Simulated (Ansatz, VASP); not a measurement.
WC: VASP beside Ansatz

Contents of POSCAR:

```
WC
1.0
    2.9215704000      0.0000000000      0.0000000000
   -1.4607852000      2.5301567500      0.0000000000
    0.0000000000      0.0000000000      2.8531488400
W C
1 1
Direct
    0.0000000000      0.0000000000      0.0000000000
    0.6666700000      0.3333300000      0.5000000000
```

File INCAR.step1:

```
PREC = Accurate ; ENCUT = 520
ISMEAR = -1 ; SIGMA = 0.0357
LREAL = F ; LASPH = T
NELM = 100 ; NBANDS = 16
GGA = PE ; ALGO = Normal
EDIFF = 1E-4 ; LWAVE = T
LCHARG = F
```

The input INCAR.step2:

```
PREC = Accurate ; ENCUT = 520
EDIFF = 1E-7 ; ISMEAR = -1
SIGMA = 0.0357 ; LREAL = F
LASPH = T ; NELM = 100
ALGO = Normal ; ISIF = 2
LWAVE = F ; LCHARG = F
METAGGA = R2SCAN ; LMIXTAU = T
NBANDS = 16 ; ISTART = 1
```

Contents of KPOINTS:

```
regular mesh
0
Gamma
  13 13 12
```

Input for Ansatz:

```yaml
crystal:
  lattice:
    - [2.9215704, 0.0, 0.0]
    - [-1.4607852, 2.53015675, 0.0]
    - [0.0, 0.0, 2.85314884]
  atoms:
    - { symbol: W, position: [0.0, 0.0, 0.0] }
    - { symbol: C, position: [0.66667, 0.33333, 0.5] }
  symmetry: { tolerance: 0.0003 }
kpoints:
  mp_grid: { grid: [13, 13, 12], shift: [0, 0, 0] }
  band_path:
    path:
      - [0.0, 0.0, 0.0]
      - [0.5, 0.0, 0.0]
      - [0.33333333, 0.33333333, 0.0]
      - [0.0, 0.0, 0.0]
      - [0.0, 0.0, 0.5]
      - [0.5, 0.0, 0.5]
      - [0.33333333, 0.33333333, 0.5]
      - [0.0, 0.0, 0.5]
      - [0.5, 0.0, 0.5]
      - [0.5, 0.0, 0.0]
      - [0.33333333, 0.33333333, 0.5]
    npoints: 6
magnetization:
  spin_polarized: false
scf:
  occupations: { method: fermi_dirac, width: 0.0357 }
  lower_state_search: "off"
  max_iter: 200
hamiltonian:
  pseudopotentials: { kind: paw }
  xc: r2scan
basis:
  ecutwfc: 500
  fft_grid_basis: typed
output:
  forces: true
  stress: true
  eigenvalues: true
  bader: true
  populations: true
  elf: true
  write_potential: true
  volumetric_format: npy
  dos:
    e_range: [-12, 8]
    de: 0.05
    projected: { site_lists: { C: [C], W: [W] } }
checkpoint:
  read: saved_state
```

Alike in both runs: task single point; functional r2SCAN; k mesh 13 × 13 × 12; occupations fermi-dirac, width 0.0357 eV; no spin polarisation.

|  | VASP | Ansatz |
| --- | --- | --- |
| version | VASP 6.6.1 | Ansatz 0.2.0 |
| potentials or method | VASP PAW PBE potentials, release 64 (W_sv, C), cutoff 520 eV | PAW plane waves |
| valence electrons in the cell | 18 | 18 |

```csv
,VASP,Ansatz,Ansatz less VASP
pressure (GPa),-3.2,-5.0,-1.82
"traceless stress, the component that is largest in VASP (GPa)",-1.80,-2.03,-0.226
```

VASP's potentials were made for PBE, not for r2SCAN. Ansatz's warnings: structure snapped to symmetry.

Spin-orbit coupling is off throughout.
